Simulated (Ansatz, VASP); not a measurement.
# Two plane-wave programs on Cr2O3

INCAR

```
PREC     = Accurate       # precision mode
ENCUT    = 520            # plane-wave cutoff, eV
EDIFF    = 1E-6           # SCF threshold, eV
ISMEAR   = 0              # smearing method
SIGMA    = 0.02           # smearing width, eV
LREAL    = False          # projectors in reciprocal space
LASPH    = True           # aspherical terms in the spheres
NELM     = 150            # most SCF steps
ALGO     = Normal         # electronic algorithm
ISIF     = 2              # what is computed and relaxed
LWAVE    = False          # write WAVECAR
LCHARG   = False          # write CHGCAR
ISPIN    = 2              # spin polarisation
MAGMOM   = 2.71 2.71 2.71 2.71 -0.04 -0.04 -0.04 -0.04 -0.04 -0.04 # initial moments
LORBIT   = 11             # projections on sites
LMAXMIX  = 4              # l up to which the mixer works
LDAU     = True           # DFT+U
LDAUTYPE = 2            
LDAUL    = 2 -1           # shell
LDAUU    = 3.7 0          # U, eV
LDAUJ    = 0 0          
LDAUPRINT= 1            
GGA      = PE             # functional
NBANDS   = 57             # bands
```

Contents of KPOINTS:

```
Automatic mesh
0
Gamma
  4 4 4
```

The input POSCAR:

```
Cr2O3
1.0
    2.4564000900      1.4182032500      4.4896300000
   -2.4564000900      1.4182032500      4.4896300000
    0.0000000000     -2.8364065000      4.4896300000
Cr O
4 6
Direct
    0.8475000000      0.8475000000      0.8475000000
    0.6525000000      0.6525000000      0.6525000000
    0.1525000000      0.1525000000      0.1525000000
    0.3475000000      0.3475000000      0.3475000000
    0.0519000000      0.4481000000      0.7500000000
    0.7500000000      0.0519000000      0.4481000000
    0.4481000000      0.7500000000      0.0519000000
    0.9481000000      0.5519000000      0.2500000000
    0.2500000000      0.9481000000      0.5519000000
    0.5519000000      0.2500000000      0.9481000000
```

Input for Ansatz:

```yaml
crystal:
  lattice:
    - [2.45640009, 1.41820325, 4.48963]
    - [-2.45640009, 1.41820325, 4.48963]
    - [0.0, -2.8364065, 4.48963]
  atoms:
    - { symbol: Cr, position: [0.8475, 0.8475, 0.8475] }
    - { symbol: Cr, position: [0.6525, 0.6525, 0.6525] }
    - { symbol: Cr, position: [0.1525, 0.1525, 0.1525] }
    - { symbol: Cr, position: [0.3475, 0.3475, 0.3475] }
    - { symbol: O, position: [0.0519, 0.4481, 0.75] }
    - { symbol: O, position: [0.75, 0.0519, 0.4481] }
    - { symbol: O, position: [0.4481, 0.75, 0.0519] }
    - { symbol: O, position: [0.9481, 0.5519, 0.25] }
    - { symbol: O, position: [0.25, 0.9481, 0.5519] }
    - { symbol: O, position: [0.5519, 0.25, 0.9481] }
hamiltonian:
  xc: pbe
  pseudopotentials: { kind: paw }
  hubbard: { sites: [{ species: Cr, l: d, u_eff: 3.7 }] }
basis:
  ecutwfc: 420
kpoints:
  mp_grid: { grid: [4, 4, 4] }
scf:
  occupations: { method: gaussian, width: 0.02 }
  lower_state_search: "off"
output:
  forces: true
  stress: true
  write_density: true
  write_potential: true
  elf: true
  volumetric_format: npy
magnetization:
  spin_polarized: true
```

Alike in both runs: task single point; functional PBE; k mesh 4 × 4 × 4; occupations gaussian, width 0.02 eV; collinear spin; Hubbard terms Cr d U = 3.7 eV.

|  | VASP | Ansatz |
| --- | --- | --- |
| version | VASP 6.6.1 | Ansatz 0.2.0 |
| potentials or method | VASP PAW PBE potentials, release 64 (Cr_pv, O), cutoff 520 eV | PAW, plane waves, scalar-relativistic |
| valence electrons in the cell | 84 | 92 |

Ansatz gave:

| Property | Result |
| --- | --- |
| gap on the k mesh at the Fermi level (eV) | 2.63 |
| pressure (GPa) | 20.4 |
| traceless stress, the component that is largest in VASP (GPa) | -0.59 |
| rms of the force components (eV/Å) | 0.329 |
| net moment per atom (μB) | 1.20 |
| size of the moment on the site where the two differ most (μB) | 2.46 |

Problem. Estimate VASP's values.

Solution. gap on the k mesh at the Fermi level (eV): 2.95; pressure (GPa): 24.4; traceless stress, the component that is largest in VASP (GPa): -0.42; rms of the force components (eV/Å): 0.370; net moment per atom (μB): 1.20; size of the moment on the site where the two differ most (μB): 2.96.

Site moments also hang on the region over which each program counts them. The programs project onto different local orbitals, so the same U acts differently, and such runs can settle in different states. Atom by atom the forces differ by 0.063 eV/Å (rms over components). VASP's potentials hold 84 valence electrons a cell and Ansatz's 92, so a difference there can come from the potentials and not from the codes. Ansatz's warnings: no starting moments.
